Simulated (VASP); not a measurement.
# Al2Cu (Khatyrkite) (I4/mcm) in VASP: further runs, part 2 of 2

VASP 6.6.1.

### 4 Single point, r2SCAN

This run uses another cell than the first one, of 14.66 Å³/atom, 1.043 times its volume.

Input file POSCAR:

```
Al2Cu
1.0
   -3.0131403261      3.0131403261      2.4221337351
    3.0131403261     -3.0131403261      2.4221337351
    3.0131403261      3.0131403261     -2.4221337351
Cu Al
2 4
Direct
    0.2500000000      0.2500000000      0.0000000000
    0.7500000000      0.7500000000      0.0000000000
    0.3419000000      0.1581000000      0.5000000000
    0.8419000000      0.3419000000      0.1838000000
    0.6581000000      0.8419000000      0.5000000000
    0.1581000000      0.6581000000      0.8162000000
```

Input file INCAR.step1:

```
PREC = Accurate ; ENCUT = 520
ISMEAR = -1 ; SIGMA = 0.05
LREAL = F ; LASPH = T
NELM = 100 ; NBANDS = 26
GGA = PE ; ALGO = Normal
EDIFF = 1E-4 ; LWAVE = T
LCHARG = F
```

Input file INCAR.step2:

```
PREC = Accurate ; ENCUT = 520
EDIFF = 1E-6 ; ISMEAR = -1
SIGMA = 0.05 ; LREAL = F
LASPH = T ; NELM = 100
ALGO = Normal ; ISIF = 2
LWAVE = F ; LCHARG = F
METAGGA = R2SCAN ; LMIXTAU = T
NBANDS = 26 ; ISTART = 1
```

Input file KPOINTS:

```
regular mesh
0
Gamma
  7 7 7
```

The run is started by

```bash
> cat potpaw_PBE.64/Cu/POTCAR potpaw_PBE.64/Al/POTCAR > POTCAR
> cp INCAR.step1 INCAR
> mpirun -np 1 vasp_std > vasp.out
> cp INCAR.step2 INCAR
> mpirun -np 1 vasp_std > vasp.out
```

Wall time 3 min (1 thread of Intel Xeon 6975P-C (Granite Rapids), shared host); peak memory 0.26 GiB.

Results (log left out):

| Item | Value |
| --- | --- |
| Free energy | -49.5384 eV |
| Pressure | -2.0 GPa |
| Largest force | 0.076 eV/Å |
| Band gap on the k mesh | zero (band 17 reaches 10.25 eV, above the bottom of band 18 at 6.37 eV) |

Forces on the atoms (eV/Å):
```
Cu   0.000  0.000  0.000
Cu   0.000  0.000  0.000
Al   0.053 -0.053  0.000
Al  -0.053 -0.053  0.000
Al  -0.053  0.053  0.000
Al   0.053  0.053  0.000
```

Levels at points of the mesh, in eV from the Fermi level:
```csv
k point,band 13,band 14,band 15,band 16,band 17,band 18,band 19,band 20,band 21,band 22
"(0.00, 0.00, 0.00)",-3.28,-2.23,-1.57,-1.44,-1.44,-1.05,-0.17,-0.16,1.58,1.59
```

Caveat: the PAW data sets were made with another functional, which shifts forces and pressure a little.

### 5 Single point, r2SCAN

This run uses another cell than the first one, of 14.96 Å³/atom, 1.064 times its volume.

Changes to POSCAR since step 4:

```diff
@@ -2,5 +2,5 @@
 1.0
-   -3.0131403261      3.0131403261      2.4221337351
-    3.0131403261     -3.0131403261      2.4221337351
-    3.0131403261      3.0131403261     -2.4221337351
+   -3.0335000000      3.0335000000      2.4385000000
+    3.0335000000     -3.0335000000      2.4385000000
+    3.0335000000      3.0335000000     -2.4385000000
 Cu Al
```

Input file INCAR.step1:

```
ALGO = Normal ; EDIFF = 1E-4
ENCUT = 520 ; GGA = PE
ISMEAR = -1 ; LASPH = True
LCHARG = False ; LREAL = False
LWAVE = True ; NBANDS = 26
NELM = 60 ; PREC = Accurate
SIGMA = 0.05
```

Input file INCAR.step2:

```
ALGO = Normal ; EDIFF = 1E-6
ENCUT = 520 ; ISIF = 2
ISMEAR = -1 ; ISTART = 1
LASPH = True ; LCHARG = False
LMIXTAU = True ; LREAL = False
LWAVE = False ; METAGGA = R2SCAN
NBANDS = 26 ; NELM = 60
PREC = Accurate ; SIGMA = 0.05
```

Input file KPOINTS:

```
k-points
0
Gamma
  7 7 7
```

The run is started by

```bash
> cat potpaw_PBE.64/Cu/POTCAR potpaw_PBE.64/Al/POTCAR > POTCAR
> cp INCAR.step1 INCAR
> mpirun -np 1 vasp_std > vasp.out
> cp INCAR.step2 INCAR
> mpirun -np 1 vasp_std > vasp.out
```

Wall time 4 min (1 thread of Intel Xeon 6975P-C (Granite Rapids), shared host); peak memory 0.29 GiB.

The run converged. Its results:

| Item | Value |
| --- | --- |
| Free energy | -49.5052 eV |
| Pressure | -4.0 GPa |
| Largest force | 0.083 eV/Å |
| Band gap on the k mesh | zero (band 17 reaches 10.02 eV, above the bottom of band 18 at 6.17 eV) |

Forces in eV/Å, atoms in the order of the input:
```
Cu   0.000  0.000  0.000
Cu   0.000  0.000  0.000
Al   0.059 -0.059  0.000
Al  -0.059 -0.059  0.000
Al  -0.059  0.059  0.000
Al   0.059  0.059  0.000
```

Levels at points of the mesh, in eV from the Fermi level:
```
           k point  band 13  band 14  band 15  band 16  band 17  band 18  band 19  band 20  band 21  band 22
(0.00, 0.00, 0.00)    -3.22    -2.19    -1.53    -1.40    -1.40    -1.02    -0.23    -0.14     1.53     1.53
```

Caveat: the PAW data sets were made with another functional, which shifts forces and pressure a little.

### 6 Single point, r2SCAN

This run uses another cell than the first one, of 15.26 Å³/atom, 1.085 times its volume.

Changes to POSCAR since step 5:

```diff
@@ -2,5 +2,5 @@
 1.0
-   -3.0335000000      3.0335000000      2.4385000000
-    3.0335000000     -3.0335000000      2.4385000000
-    3.0335000000      3.0335000000     -2.4385000000
+   -3.0535899895      3.0535899895      2.4546494773
+    3.0535899895     -3.0535899895      2.4546494773
+    3.0535899895      3.0535899895     -2.4546494773
 Cu Al
```

Input file INCAR.step1:

```
SYSTEM = Al2Cu
ALGO     = Normal         ! electronic algorithm
EDIFF    = 1E-4           ! SCF threshold, eV
ENCUT    = 520            ! plane-wave cutoff, eV
GGA      = PE             ! functional
ISMEAR   = -1             ! smearing method
LASPH    = .True.         ! aspherical terms in the spheres
LCHARG   = .False.        ! write CHGCAR
LREAL    = .False.        ! projectors in reciprocal space
LWAVE    = .True.         ! write WAVECAR
NBANDS   = 26             ! bands
NELM     = 80             ! most SCF steps
PREC     = Accurate       ! precision mode
SIGMA    = 0.05           ! smearing width, eV
```

Input file INCAR.step2:

```
SYSTEM = Al2Cu
ALGO     = Normal         ! electronic algorithm
EDIFF    = 1E-7           ! SCF threshold, eV
ENCUT    = 520            ! plane-wave cutoff, eV
ISIF     = 2              ! what is computed and relaxed
ISMEAR   = -1             ! smearing method
ISTART   = 1            
LASPH    = .True.         ! aspherical terms in the spheres
LCHARG   = .False.        ! write CHGCAR
LMIXTAU  = .True.       
LREAL    = .False.        ! projectors in reciprocal space
LWAVE    = .False.        ! write WAVECAR
METAGGA  = R2SCAN         ! meta-GGA
NBANDS   = 26             ! bands
NELM     = 80             ! most SCF steps
PREC     = Accurate       ! precision mode
SIGMA    = 0.05           ! smearing width, eV
```

Input file KPOINTS:

```
k-points
0
Gamma
  7 7 7
  0 0 0
```

Potentials or basis: VASP PAW PBE potentials, release 64 (Cu, Al).

The run is started by

```bash
> cat potpaw_PBE.64/Cu/POTCAR potpaw_PBE.64/Al/POTCAR > POTCAR
> cp INCAR.step1 INCAR
> mpirun -np 1 vasp_std > vasp.out
> cp INCAR.step2 INCAR
> mpirun -np 1 vasp_std > vasp.out
```

It took 5 min on 1 thread of Intel Xeon 6975P-C (Granite Rapids), shared host; peak memory 0.3 GiB.

It converged, with:

* Free energy: -49.4500 eV
* Pressure: -5.8 GPa
* Largest force: 0.089 eV/Å
* Band gap on the k mesh: zero (band 17 reaches 9.80 eV, above the bottom of band 18 at 5.98 eV)

Forces on the atoms (eV/Å):
```
Cu   0.000  0.000  0.000
Cu   0.000  0.000  0.000
Al   0.063 -0.063  0.000
Al  -0.063 -0.063  0.000
Al  -0.063  0.063  0.000
Al   0.063  0.063  0.000
```

Levels at points of the mesh, in eV from the Fermi level:
| k point | band 14 | band 15 | band 16 | band 17 | band 18 | band 19 | band 20 | band 21 |
| --- | --- | --- | --- | --- | --- | --- | --- | --- |
| (0.00, 0.00, 0.00) | -2.16 | -1.48 | -1.35 | -1.35 | -1.00 | -0.31 | -0.11 | 1.47 |

Caveat: the PAW data sets were made with another functional, which shifts forces and pressure a little.

### 7 Single point, r2SCAN

This run uses another cell than the first one, of 15.56 Å³/atom, 1.106 times its volume.

Changes to POSCAR since step 6:

```diff
@@ -2,5 +2,5 @@
 1.0
-   -3.0535899895      3.0535899895      2.4546494773
-    3.0535899895     -3.0535899895      2.4546494773
-    3.0535899895      3.0535899895     -2.4546494773
+   -3.0734190515      3.0734190515      2.4705892062
+    3.0734190515     -3.0734190515      2.4705892062
+    3.0734190515      3.0734190515     -2.4705892062
 Cu Al
```

Input file INCAR.step1:

```
SYSTEM = Al2Cu
  ALGO = Normal
  EDIFF = 1E-4
  ENCUT = 520
  GGA = PE
  ISMEAR = -1
  LASPH = .TRUE.
  LCHARG = .FALSE.
  LREAL = .FALSE.
  LWAVE = .TRUE.
  NBANDS = 26
  NELM = 60
  PREC = Accurate
  SIGMA = 0.05
```

Input file INCAR.step2:

```
SYSTEM = Al2Cu
  ALGO = Normal
  EDIFF = 1E-7
  ENCUT = 520
  ISIF = 2
  ISMEAR = -1
  ISTART = 1
  LASPH = .TRUE.
  LCHARG = .FALSE.
  LMIXTAU = .TRUE.
  LREAL = .FALSE.
  LWAVE = .FALSE.
  METAGGA = R2SCAN
  NBANDS = 26
  NELM = 60
  PREC = Accurate
  SIGMA = 0.05
```

Input file KPOINTS:

```
k-points
0
G
  7 7 7
  0 0 0
```

Potentials or basis: VASP PAW PBE potentials, release 64 (Cu, Al).

The run is started by

```bash
> cat potpaw_PBE.64/Cu/POTCAR potpaw_PBE.64/Al/POTCAR > POTCAR
> cp INCAR.step1 INCAR
> mpirun -np 1 vasp_std > vasp.out
> cp INCAR.step2 INCAR
> mpirun -np 1 vasp_std > vasp.out
```

OUTCAR:

```text
SYSTEM = Al2Cu
   EDIFF = 1E-7
   ENCUT = 520
   ISIF = 2
   ISMEAR = -1
   ISTART = 1
   LASPH = .TRUE.
   LREAL = .FALSE.
   METAGGA = R2SCAN
   NELM = 60
   PREC = Accurate

 ion  position               nearest neighbor table
   1  0.250  0.250  0.000-   2 2.47   2 2.47   6 2.62   4 2.62   6 2.62   4 2.62   3 2.62   5 2.62
                             5 2.62   3 2.62
   2  0.750  0.750  0.000-   1 2.47   1 2.47   6 2.62   4 2.62   6 2.62   4 2.62   5 2.62   3 2.62
                             5 2.62   3 2.62
[... 913 lines left out ...]
  -------------------------------------------------------------------------------------
  Total       -4.3209334     -4.3209334     -4.3721661      0.0000000      0.0000000      0.0000000
  in kB      -74.1624498    -74.1624498    -75.0417841      0.0000000      0.0000000      0.0000000
  external PRESSURE =     -74.4555612 kB  Pullay stress =       0.0000000 kB

 VOLUME and BASIS-vectors are now :
 -----------------------------------------------------------------------------
  energy-cutoff  :      520.00
  volume of cell :       93.35
      direct lattice vectors                 reciprocal lattice vectors
    -3.073419052  3.073419052  2.470589206     0.000000000  0.162685267  0.202380873
     3.073419052 -3.073419052  2.470589206     0.162685267  0.000000000  0.202380873
     3.073419052  3.073419052 -2.470589206     0.162685267  0.162685267  0.000000000

 POSITION                                       TOTAL-FORCE (eV/Angst)
 -----------------------------------------------------------------------------------
      0.00000      0.00000      1.23529         0.000000      0.000000      0.000000
      0.00000      0.00000      3.70588         0.000000     -0.000000      0.000000
      0.97182      2.10160      0.00000         0.066712     -0.066712     -0.000000
     -0.97182      2.10160      2.47059        -0.066712     -0.066712      0.000000
      2.10160      0.97182      2.47059        -0.066712      0.066712     -0.000000
      4.04523      0.97182     -0.00000         0.066712      0.066712     -0.000000
 -----------------------------------------------------------------------------------
    total drift:                               -0.000000     -0.000000      0.000000

  FREE ENERGIE OF THE ION-ELECTRON SYSTEM (eV)
  ---------------------------------------------------
  free  energy   TOTEN  =       -49.3757122201 eV

  energy  without entropy=      -49.3667637856  energy(sigma->0) =      -49.37123800
```

OUTCAR.step1:

```text
SYSTEM = Al2Cu
   EDIFF = 1E-4
   ENCUT = 520
   GGA = PE
   ISMEAR = -1
   LASPH = .TRUE.
[... 941 lines left out ...]
     -0.97182      2.10160      2.47059        -0.012533     -0.012533     -0.000000
      2.10160      0.97182      2.47059        -0.012533      0.012533      0.000000
      4.04523      0.97182     -0.00000         0.012533      0.012533      0.000000
 -----------------------------------------------------------------------------------
    total drift:                               -0.000000     -0.000000      0.000000

  FREE ENERGIE OF THE ION-ELECTRON SYSTEM (eV)
  ---------------------------------------------------
  free  energy   TOTEN  =       -23.3492363994 eV

  energy  without entropy=      -23.3393546143  energy(sigma->0) =      -23.34429551
```

OSZICAR.step1:

```text
N       E                     dE             d eps       ncg     rms          rms(c)
DAV:   1     0.183713582757E+03    0.18371E+03   -0.13685E+04  2080   0.143E+03
DAV:   2    -0.160011897320E+02   -0.19971E+03   -0.18774E+03  2082   0.284E+02
DAV:   3    -0.274702862266E+02   -0.11469E+02   -0.10746E+02  2716   0.878E+01
DAV:   4    -0.278052634090E+02   -0.33498E+00   -0.33290E+00  3092   0.127E+01
DAV:   5    -0.278113767924E+02   -0.61134E-02   -0.61122E-02  2984   0.166E+00    0.211E+01
DAV:   6    -0.337702327165E+02   -0.59589E+01   -0.10578E+02  2520   0.273E+02    0.183E+01
DAV:   7    -0.239483515374E+02    0.98219E+01   -0.29075E+01  2552   0.105E+02    0.489E+00
DAV:   8    -0.233616364673E+02    0.58672E+00   -0.29581E+00  3234   0.370E+01    0.102E+00
DAV:   9    -0.233498816588E+02    0.11755E-01   -0.21955E-01  2720   0.291E+00    0.325E-01
DAV:  10    -0.233536853527E+02   -0.38037E-02   -0.13080E-02  3578   0.197E+00    0.573E-01
DAV:  11    -0.233532810797E+02    0.40427E-03   -0.68779E-04  2722   0.235E-01    0.506E-01
DAV:  12    -0.233491482502E+02    0.41328E-02   -0.12647E-02  3034   0.308E+00    0.761E-02
DAV:  13    -0.233492545031E+02   -0.10625E-03   -0.11027E-03  2240   0.201E-01    0.556E-02
DAV:  14    -0.233492363994E+02    0.18104E-04   -0.19657E-05  1188   0.114E-01
   1 F= -.23349236E+02 E0= -.23344296E+02  d E =-.988179E-02
```

Wall time 5.4 min (1 thread of Intel Xeon 6975P-C (Granite Rapids), shared host); peak memory 0.3 GiB.

What came out:

- Free energy: -49.3757 eV
- Pressure: -7.4 GPa
- Largest force: 0.094 eV/Å
- Band gap on the k mesh: zero (band 17 reaches 9.58 eV, above the bottom of band 18 at 5.79 eV)

Forces on the atoms (eV/Å):
```
Cu   0.000  0.000  0.000
Cu   0.000  0.000  0.000
Al   0.067 -0.067  0.000
Al  -0.067 -0.067  0.000
Al  -0.067  0.067  0.000
Al   0.067  0.067  0.000
```

Caveat: the PAW data sets were made with another functional, which shifts forces and pressure a little.

### 8 Overview

```tsv
cell	gap on the mesh (eV)	pressure (GPa)	largest force (eV/Å)
a = 4.834 Å, angles 104.1, 104.1, 120.8°, 6 atoms	none	2.8	0.06
a = 4.868 Å, angles 104.1, 104.1, 120.8°, 6 atoms	none	0.3	0.07
a = 4.902 Å, angles 104.1, 104.1, 120.8°, 6 atoms	none	-2.0	0.08
a = 4.935 Å, angles 104.1, 104.1, 120.8°, 6 atoms	none	-4.0	0.08
a = 4.967 Å, angles 104.1, 104.1, 120.8°, 6 atoms	none	-5.8	0.09
a = 5.000 Å, angles 104.1, 104.1, 120.8°, 6 atoms	none	-7.4	0.09
```

Alike in all rows: task single point; level r2SCAN; potentials or basis VASP PAW PBE potentials, release 64 (Cu, Al); no spin polarisation; k mesh 7 × 7 × 7; cutoff (eV) 520; smearing fermi-dirac 0.05 eV.

Caveats: the PAW data sets were made with another functional, which shifts forces and pressure a little.

Absolute energies hang on the potentials; compare differences alone.
